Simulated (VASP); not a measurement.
# Si16C15N (a cell with a defect) in VASP: electric field gradients with PBE

Aim: the electric field gradients of Si16C15N (a cell with a defect) with PBE.

Everything below comes from runs of VASP 6.6.1. Logs are shortened: lines on timing, memory, paths and dates and some standing lists are left out, and cuts for length are marked.

## 1. The cell of the first run

The cell holds a defect, 32 atoms: a = 6.152 Å, b = 6.152 Å, c = 10.096 Å, α = 90.00°, β = 90.00°, γ = 120.00°.

## 2. Electric field gradients, PBE

The input, INCAR:

```
  ALGO = Normal
  EDIFF = 1E-8
  ENCUT = 520
  GGA = PE
  ISIF = 2
  ISMEAR = -1
  LASPH = True
  LCHARG = False
  LEFG = True
  LREAL = Auto
  LWAVE = False
  NBANDS = 86
  NELECT = 128.0
  NELM = 100
  PREC = Accurate
  SIGMA = 0.01
```

The input, KPOINTS:

```
k-points
0
Gamma
  4 4 2
```

The input, POSCAR:

```
Si16C15N
1.0
    6.1520000000      0.0000000000      0.0000000000
   -3.0760000000      5.3277882840      0.0000000000
    0.0000000000      0.0000000000     10.0960000000
Si N C
16 1 15
Direct
    0.1666666666      0.3333333334      0.0000000000
    0.1666666666      0.3333333334      0.5000000000
    0.1666666666      0.8333333334      0.0000000000
    0.1666666666      0.8333333334      0.5000000000
    0.6666666666      0.3333333334      0.0000000000
    0.6666666666      0.3333333334      0.5000000000
    0.6666666666      0.8333333334      0.0000000000
    0.6666666666      0.8333333334      0.5000000000
    0.3333333334      0.1666666666      0.2500000000
    0.3333333334      0.1666666666      0.7500000000
    0.3333333334      0.6666666666      0.2500000000
    0.3333333334      0.6666666666      0.7500000000
    0.8333333334      0.1666666666      0.2500000000
    0.8333333334      0.1666666666      0.7500000000
    0.8333333334      0.6666666666      0.2500000000
    0.8333333334      0.6666666666      0.7500000000
    0.1666666666      0.3333333334      0.1925000000
    0.1666666666      0.3333333334      0.6925000000
    0.1666666666      0.8333333334      0.1925000000
    0.1666666666      0.8333333334      0.6925000000
    0.6666666666      0.3333333334      0.1925000000
    0.6666666666      0.3333333334      0.6925000000
    0.6666666666      0.8333333334      0.1925000000
    0.6666666666      0.8333333334      0.6925000000
    0.3333333334      0.1666666666      0.4425000000
    0.3333333334      0.1666666666      0.9425000000
    0.3333333334      0.6666666666      0.4425000000
    0.3333333334      0.6666666666      0.9425000000
    0.8333333334      0.1666666666      0.4425000000
    0.8333333334      0.1666666666      0.9425000000
    0.8333333334      0.6666666666      0.4425000000
    0.8333333334      0.6666666666      0.9425000000
```

Potentials or basis: VASP PAW PBE potentials, release 64 (Si, N, C).

Started as:

```console
> cat potpaw_PBE.64/Si/POTCAR potpaw_PBE.64/N/POTCAR potpaw_PBE.64/C/POTCAR > POTCAR
> mpirun -np 1 vasp_std > vasp.out
```

OUTCAR:

```text
EDIFF = 1E-8
   ENCUT = 520
   GGA = PE
   ISIF = 2
   ISMEAR = -1
   LASPH = True
   LREAL = Auto
   NELECT = 128.0
   NELM = 100
   PREC = Accurate

 ion  position               nearest neighbor table
   1  0.167  0.333  0.000-  28 1.87  30 1.87  26 1.87  17 1.94   3 3.08   7 3.08   3 3.08   7 3.08
                             5 3.08   5 3.08  12 3.09  11 3.09  14 3.09  13 3.09  10 3.09   9 3.09
   2  0.167  0.333  0.500-  27 1.87  29 1.87  25 1.87  18 1.94   4 3.08   8 3.08   4 3.08   8 3.08
                             6 3.08   6 3.08  12 3.09  11 3.09  14 3.09  13 3.09  10 3.09   9 3.09
   3  0.167  0.833  0.000-  26 1.87  32 1.87  28 1.87  19 1.94   1 3.08   5 3.08   1 3.08   5 3.08
                             7 3.08   7 3.08  10 3.09   9 3.09  16 3.09  15 3.09  12 3.09  11 3.09
   4  0.167  0.833  0.500-  25 1.87  31 1.87  27 1.87  20 1.94   2 3.08   6 3.08   2 3.08   6 3.08
                             8 3.08   8 3.08  10 3.09   9 3.09  16 3.09  15 3.09  12 3.09  11 3.09
   5  0.667  0.333  0.000-  32 1.87  26 1.87  30 1.87  21 1.94   3 3.08   7 3.08   7 3.08   3 3.08
                             1 3.08   1 3.08  16 3.09  15 3.09  10 3.09   9 3.09  14 3.09  13 3.09
   6  0.667  0.333  0.500-  31 1.87  25 1.87  29 1.87  22 1.94   4 3.08   8 3.08   8 3.08   4 3.08
                             2 3.08   2 3.08  16 3.09  15 3.09  10 3.09   9 3.09  14 3.09  13 3.09
   7  0.667  0.833  0.000-  30 1.87  28 1.87  32 1.87  23 1.94   1 3.08   5 3.08   5 3.08   1 3.08
                             3 3.08   3 3.08  14 3.09  13 3.09  12 3.09  11 3.09  16 3.09  15 3.09
   8  0.667  0.833  0.500-  29 1.87  27 1.87  31 1.87  24 1.94   2 3.08   6 3.08   6 3.08   2 3.08
                             4 3.08   4 3.08  14 3.09  13 3.09  12 3.09  11 3.09  16 3.09  15 3.09
   9  0.333  0.167  0.250-  19 1.87  21 1.87  17 1.87  25 1.94  11 3.08  15 3.08  11 3.08  15 3.08
[... 17 lines left out ...]
  19  0.167  0.833  0.193-   9 1.87  15 1.87  11 1.87   3 1.94
  20  0.167  0.833  0.693-  10 1.87  16 1.87  12 1.87   4 1.94
  21  0.667  0.333  0.193-  15 1.87   9 1.87  13 1.87   5 1.94
  22  0.667  0.333  0.693-  16 1.87  10 1.87  14 1.87   6 1.94
[... 8 lines left out ...]
  31  0.833  0.667  0.443-   6 1.87   4 1.87   8 1.87  15 1.94
  32  0.833  0.667  0.943-   5 1.87   3 1.87   7 1.87  16 1.94

  LATTYP: Found a hexagonal cell.
 ALAT       =     6.1520000000
 C/A-ratio  =     1.6410923277

  Lattice vectors:

 A1 = (   6.1520000000,   0.0000000000,   0.0000000000)
 A2 = (  -3.0760000000,   5.3277882840,   0.0000000000)
 A3 = (   0.0000000000,   0.0000000000,  10.0960000000)

Analysis of symmetry for initial positions (statically):
=====================================================================
 Subroutine PRICEL returns:
 Original cell was already a primitive cell.

 Routine SETGRP: Setting up the symmetry group for a
 hexagonal supercell.

 Subroutine GETGRP returns: Found  6 space group operations
 (whereof  2 operations were pure point group operations)
 out of a pool of 24 trial point group operations.

The static configuration has the point symmetry C_1h.
 The point group associated with its full space group is C_3v.

Analysis of symmetry for dynamics (positions and initial velocities):
=====================================================================
 Subroutine PRICEL returns:
 Original cell was already a primitive cell.

 Routine SETGRP: Setting up the symmetry group for a
 hexagonal supercell.

 Subroutine GETGRP returns: Found  6 space group operations
 (whereof  2 operations were pure point group operations)
 out of a pool of 24 trial point group operations.

The dynamic configuration has the point symmetry C_1h.
 The point group associated with its full space group is C_3v.

 Subroutine INISYM returns: Found  6 space group operations
 (whereof  2 operations are pure point group operations),
 and found     1 'primitive' translations

----------------------------------------------------------------------------------------

                                     Primitive cell

  volume of cell :     330.9121

  direct lattice vectors                    reciprocal lattice vectors
     6.152000000  0.000000000  0.000000000     0.162548765  0.093847573  0.000000000
    -3.076000000  5.327788284  0.000000000     0.000000000  0.187695146  0.000000000
     0.000000000  0.000000000 10.096000000     0.000000000  0.000000000  0.099049128

  length of vectors
     6.152000000  6.152000000 10.096000000     0.187695146  0.187695146  0.099049128

  position of ions in fractional coordinates (direct lattice)
     0.166666667  0.333333333  0.000000000
     0.166666667  0.333333333  0.500000000
[... 121 lines left out ...]
   LREAL  =      T    real-space projection
   EDIFFG = 0.1E-06   stopping-criterion for IOM
   NSW    =      0    number of steps for IOM
   IBRION =     -1    ionic relax: 0-MD 1-quasi-New 2-CG
   NFREE  =      0    steps in history (QN), initial steepest desc. (CG)
   ISIF   =      2    stress and relaxation
   ISYM   =      2    0-nonsym 1-usesym 2-fastsym
   POTIM  = 0.5000    time-step for ionic-motion
   TEBEG  =    0.0;   TEEND  =   0.0 temperature during run
   PSTRESS=    0.0 pullay stress
   NELECT =     128.0000    total number of electrons
   NUPDOWN=      -1.0000    fix difference up-down
   EMIN   =  10.00;   EMAX   =-10.00  energy-range for DOS
   EFERMI =   0.00;   METHOD = LEGACY
   ISMEAR =    -1;   SIGMA  =   0.01  broadening in eV -4-tet -1-fermi 0-gaus
   EFERMI_NEDOS =   21; number of points for ismear=-14 and -15
   IALGO  =     38    algorithm
   IMIX   =      4    mixing-type and parameters
     AMIX     =   0.40;   BMIX     =  1.00
     AMIX_MAG =   1.60;   BMIX_MAG =  1.00
  volume/ion in A,a.u.               =      10.34        69.78
  Fermi-wavevector in a.u.,A,eV,Ry     =   1.192817  2.254098 19.358549  1.422813
  Thomas-Fermi vector in A             =   2.328847
   LORBIT       =      0    0 simple, 1 ext, 2 COOP (PROOUT), +10 PAW based schemes
   GGA     = PE    functional components
   LHFCALC =     F    Hartree Fock is set to
   AEXX    =    0.0000 exact exchange contribution
   IVDW    =     0    specifies the selected vdW correction
   LEPSILON=     F    determine dielectric tensor
   LRPA    =     F    only Hartree local field effects (RPA)
 non-spin polarized calculation
  energy-cutoff  :      520.00
  volume of cell :      330.91
 maximum number of plane-waves:      8977
 NGX is ok and might be reduce to    48
   NGX = 23   NGY = 23   NGZ = 37

 number of electron     128.0000001 magnetization

 Free energy of the ion-electron system (eV)
  ---------------------------------------------------
  ext. energy  EPLUGINS =         0.00000000
  ---------------------------------------------------
  free energy    TOTEN  =      -250.01725399 eV

  energy without entropy =     -250.01725399  energy(sigma->0) =     -250.01725399

 E-fermi :   8.5941     XC(G=0): -11.3131

 val. band max:        8.3169105808   @ k =   0.0000   0.0000   0.0000
 cond. band min:      10.2257532895   @ k =   0.0000   0.0000   0.0000
 fundamental gap:      1.9088427087
 Fermi energy:         8.5941016346

 k-point     1 :       0.0000    0.0000    0.0000
  band No.  band energies     occupation
      1      -9.1067      2.00000
      2      -6.7958      2.00000
      3      -6.0404      2.00000
      4      -5.5767      2.00000
      5      -4.0115      2.00000
      6      -4.0115      2.00000
[... 621 lines left out ...]
     75      13.6540      0.00000
     76      13.7009      0.00000
 [bands above 76 left out]

------------------------ aborting loop because EDIFF is reached ----------------------------------------

  FORCE on cell =-STRESS in cart. coord.  units (eV):
  Direction    XX          YY          ZZ          XY          YZ          ZX
  --------------------------------------------------------------------------------------
  -------------------------------------------------------------------------------------
  Total       -3.7988103     -3.7988103    -14.5826675      0.0000000      0.0000000      0.0000000
  in kB      -18.3927033    -18.3927033    -70.6049140      0.0000000      0.0000000      0.0000000
  external PRESSURE =     -35.7967735 kB  Pullay stress =       0.0000000 kB

 VOLUME and BASIS-vectors are now :
 -----------------------------------------------------------------------------
  energy-cutoff  :      520.00
  volume of cell :      330.91
      direct lattice vectors                 reciprocal lattice vectors
     6.152000000  0.000000000  0.000000000     0.162548765  0.093847573  0.000000000
    -3.076000000  5.327788284  0.000000000     0.000000000  0.187695146  0.000000000
     0.000000000  0.000000000 10.096000000     0.000000000  0.000000000  0.099049128

 POSITION                                       TOTAL-FORCE (eV/Angst)
 -----------------------------------------------------------------------------------
     -0.00000      1.77593      0.00000         0.000000      0.000000     -0.783598
     -0.00000      1.77593      5.04800         0.000000      0.000000      1.322972
     -1.53800      4.43982      0.00000        -0.139021     -0.080264      0.335311
     -1.53800      4.43982      5.04800        -0.223638     -0.129118      0.940270
      3.07600      1.77593      0.00000         0.000000      0.160527      0.335311
      3.07600      1.77593      5.04800         0.000000      0.258235      0.940270
[... 24 lines left out ...]
      3.07600      3.55186      4.46748         0.000000      0.000000     -0.948211
      3.07600      3.55186      9.51548         0.000000      0.000000     -0.512663
 -----------------------------------------------------------------------------------
    total drift:                                0.000000      0.000001     -0.244262

  FREE ENERGIE OF THE ION-ELECTRON SYSTEM (eV)
  ---------------------------------------------------
  free  energy   TOTEN  =      -250.0172539888 eV

  energy  without entropy=     -250.0172539888  energy(sigma->0) =     -250.01725399

 Electric field gradients (V/A^2)
---------------------------------------------------------------------
 ion       V_xx      V_yy      V_zz      V_xy      V_xz      V_yz
---------------------------------------------------------------------
   1     -35.170   -35.170    70.339    -0.000     0.000    -0.000
   2      -6.513    -6.513    13.025    -0.000     0.000    -0.000
   3     -11.427   -10.484    21.912    -0.817    -0.253    -0.146
   4      -7.684    -6.486    14.170    -1.038    -0.736    -0.425
   5     -10.013   -11.899    21.912    -0.000     0.000     0.292
   6      -5.887    -8.283    14.170    -0.000     0.000     0.849
[... 24 lines left out ...]
  31      -2.092    -2.092     4.184    -0.000     0.000    -0.000
  32      -1.327    -1.328     2.655    -0.000     0.000    -0.000
---------------------------------------------------------------------

 Electric field gradients after diagonalization (V/A^2)
 (convention: |V_zz| > |V_xx| > |V_yy|)
----------------------------------------------------------------------
 ion       V_xx      V_yy      V_zz     asymmetry (V_yy - V_xx)/ V_zz
----------------------------------------------------------------------
   1     -35.170   -35.170    70.339       0.000
   2      -6.513    -6.513    13.025       0.000
   3     -11.902   -10.013    21.914       0.086
   4      -8.315    -5.887    14.202       0.171
   5     -11.902   -10.013    21.914       0.086
   6      -8.315    -5.887    14.202       0.171
[... 24 lines left out ...]
  31      -2.092    -2.092     4.184       0.000
  32      -1.328    -1.327     2.655       0.000
----------------------------------------------------------------------

           NMR quadrupolar parameters

 Cq : quadrupolar parameter    Cq=e*Q*V_zz/h
 eta: asymmetry parameters     (V_yy - V_xx)/ V_zz
 Q  : nuclear electric quadrupole moment in mb (millibarn)
----------------------------------------------------------------------
 ion       Cq(MHz)       eta       Q (mb)
----------------------------------------------------------------------
   1       0.170       0.000       1.000
   2       0.031       0.000       1.000
   3       0.053       0.086       1.000
   4       0.034       0.171       1.000
   5       0.053       0.086       1.000
   6       0.034       0.171       1.000
[... 24 lines left out ...]
  31       0.010       0.000       1.000
  32       0.006       0.000       1.000
----------------------------------------------------------------------
```

It took 6.1 min on 1 thread of Intel Xeon Platinum 8375C at 2.90GHz (Ice Lake), shared host; peak memory 0.5 GiB.

Results:

```yaml
Free_energy: -250.0173 eV
Largest_force: 1.645 eV/Å
Largest_electric_field_gradient_by_atom: Si +70.3, +13.0, +21.9, +14.2, +44.7, +23.8, +12.1, +19.5 (each value once); N -4.8; C +4.4, +6.3, +5.0, +8.0, +5.3, +4.2, +2.7 (each value once) V/Å²
```

Forces on the atoms (eV/Å):
```
Si   0.000  0.000 -0.784
Si   0.000  0.000  1.323
Si  -0.139 -0.080  0.335
Si  -0.224 -0.129  0.940
Si   0.000  0.161  0.335
Si   0.000  0.258  0.940
Si   0.139 -0.080  0.335
Si   0.224 -0.129  0.940
Si   0.741 -0.428  1.405
Si  -0.091  0.053  0.446
Si   0.000  0.855  1.405
Si   0.000 -0.105  0.446
Si  -0.741 -0.428  1.405
Si   0.091  0.053  0.446
Si   0.000  0.000  1.218
Si   0.000  0.000  0.605
N    0.000  0.000 -0.648
C    0.000  0.000 -0.720
C   -0.131 -0.076 -0.947
C    0.084  0.048 -0.679
C    0.000  0.151 -0.947
C    0.000 -0.097 -0.679
C    0.131 -0.076 -0.947
C   -0.084  0.048 -0.679
C   -0.296  0.171 -1.362
C   -0.166  0.096  0.017
C    0.000 -0.342 -1.362
C    0.000 -0.192  0.017
C    0.296  0.171 -1.362
C    0.166  0.096  0.017
C    0.000  0.000 -0.948
C    0.000  0.000 -0.513
```

Levels at points of the mesh, in eV from the Fermi level:
```tsv
k point	band 62	band 63	band 64	band 65	band 66	band 67
(0.00, 0.00, 0.00)	-0.37	-0.37	-0.28	1.63	2.32	2.32
(0.50, 0.00, 0.00)	-1.11	-1.04	-0.95	2.96	3.04	3.11
(0.00, 0.00, 0.50)	-0.84	-0.44	-0.44	1.65	2.46	2.46
(0.50, 0.00, 0.50)	-1.30	-1.23	-1.19	2.95	3.52	3.64
```

Electric field gradients, principal values (V/Å²):
| atom | least | middle | greatest (by size) |
| --- | --- | --- | --- |
| 1 Si | -35.170 | -35.170 | 70.339 |
| 2 Si | -6.513 | -6.513 | 13.025 |
| 3 Si | -10.013 | -11.902 | 21.914 |
| 4 Si | -5.887 | -8.315 | 14.202 |
| 5 Si | -10.013 | -11.902 | 21.914 |
| 6 Si | -5.887 | -8.315 | 14.202 |
| 7 Si | -10.013 | -11.901 | 21.914 |
| 8 Si | -5.887 | -8.315 | 14.202 |
| 9 Si | -15.393 | -29.354 | 44.747 |
| 10 Si | -11.685 | -12.150 | 23.835 |
| 11 Si | -15.393 | -29.354 | 44.747 |
| 12 Si | -11.685 | -12.150 | 23.835 |
| 13 Si | -15.393 | -29.354 | 44.747 |
| 14 Si | -11.685 | -12.150 | 23.835 |
| 15 Si | -6.063 | -6.063 | 12.126 |
| 16 Si | -9.752 | -9.753 | 19.505 |
| 17 N | 2.411 | 2.411 | -4.822 |
| 18 C | -2.194 | -2.194 | 4.388 |
| 19 C | -2.264 | -4.079 | 6.343 |
| 20 C | -2.329 | -2.627 | 4.956 |
| 21 C | -2.264 | -4.079 | 6.343 |
| 22 C | -2.329 | -2.627 | 4.956 |
| 23 C | -2.264 | -4.079 | 6.343 |
| 24 C | -2.329 | -2.626 | 4.956 |
| 25 C | -3.259 | -4.764 | 8.023 |
| 26 C | -1.789 | -3.561 | 5.350 |
| 27 C | -3.259 | -4.763 | 8.023 |
| 28 C | -1.789 | -3.561 | 5.350 |
| 29 C | -3.259 | -4.763 | 8.023 |
| 30 C | -1.789 | -3.561 | 5.350 |
| 31 C | -2.092 | -2.092 | 4.184 |
| 32 C | -1.327 | -1.328 | 2.655 |

Caveat: the cell carries a net charge on a neutralising background, which shifts energy and pressure; the cell is charged against a uniform background, so pressure and absolute levels hang on convention; without QUAD_EFG the Cq values of the log hold for a quadrupole moment of 1 mb, not for the nuclei.
